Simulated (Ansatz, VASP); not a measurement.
One calculation of ZnS, two programs

POSCAR

```
ZnS
1.0
    0.0000000000      2.7046500000      2.7046500000
    2.7046500000      0.0000000000      2.7046500000
    2.7046500000      2.7046500000      0.0000000000
Zn S
1 1
Direct
    0.0000000000      0.0000000000      0.0000000000
    0.7467319857      0.7500000000      0.7500000000
```

File INCAR.step1:

```
SYSTEM = ZnS
PREC = Accurate ; ENCUT = 520
ISMEAR = 0 ; SIGMA = 0.05
LREAL = .FALSE. ; LASPH = .TRUE.
NELM = 100 ; NBANDS = 16
GGA = PE ; ALGO = Normal
EDIFF = 1E-4 ; LWAVE = .TRUE.
LCHARG = .FALSE.
```

Contents of INCAR.step2:

```
SYSTEM = ZnS
PREC = Accurate ; ENCUT = 520
EDIFF = 1E-6 ; ISMEAR = 0
SIGMA = 0.05 ; LREAL = .FALSE.
LASPH = .TRUE. ; NELM = 100
ALGO = Normal ; ISIF = 2
LWAVE = .FALSE. ; LCHARG = .TRUE.
METAGGA = R2SCAN ; LMIXTAU = .TRUE.
LELF = .TRUE. ; LVHAR = .TRUE.
NBANDS = 16 ; ISTART = 1
```

KPOINTS

```
regular mesh
0
G
  8 8 8
  0 0 0
```

Input for Ansatz:

```yaml
crystal:
  lattice:
    - [0.0, 2.70465, 2.70465]
    - [2.70465, 0.0, 2.70465]
    - [2.70465, 2.70465, 0.0]
  atoms:
    - { symbol: Zn, position: [0.0, 0.0, 0.0] }
    - { symbol: S, position: [0.7467319857, 0.75, 0.75] }
basis:
  ecutwfc: 500
kpoints:
  mp_grid: { grid: [8, 8, 8] }
hamiltonian:
  xc: r2scan
scf:
  occupations: { method: gaussian, width: 0.05 }
output:
  forces: true
  stress: true
  eigenvalues: true
```

Change from the starting cell: all S atoms moved +0.013 Å, as atom 2 towards its neighbour atom 2 (S) at 3.825 Å.

Alike in both runs: task single point; functional r2SCAN; k mesh 8 × 8 × 8; occupations gaussian, width 0.05 eV; no spin polarisation.

|  | VASP | Ansatz |
| --- | --- | --- |
| version | VASP 6.6.1 | Ansatz 0.2.0 |
| potentials or method | VASP PAW PBE potentials, release 64 (Zn, S), cutoff 520 eV | scalar-relativistic, plane waves, PAW |
| valence electrons in the cell | 18 | 18 |

```csv
,VASP,Ansatz,Ansatz less VASP
gap on the k mesh at the Fermi level (eV),2.65,2.64,-0.009
least direct gap on the mesh (eV),2.65,2.64,-0.009
pressure (GPa),-0.8,-0.9,-0.05
"traceless stress, the component that is largest in VASP (GPa)",-0.19,-0.19,+0.004
rms of the force components (eV/Å),0.041,0.041,-0.0003
```

VASP's potentials were made for PBE, not for r2SCAN. Atom by atom the forces differ by 0.000 eV/Å (rms over components). The functional is the same, so the differences come from potentials, cutoffs and numerics.
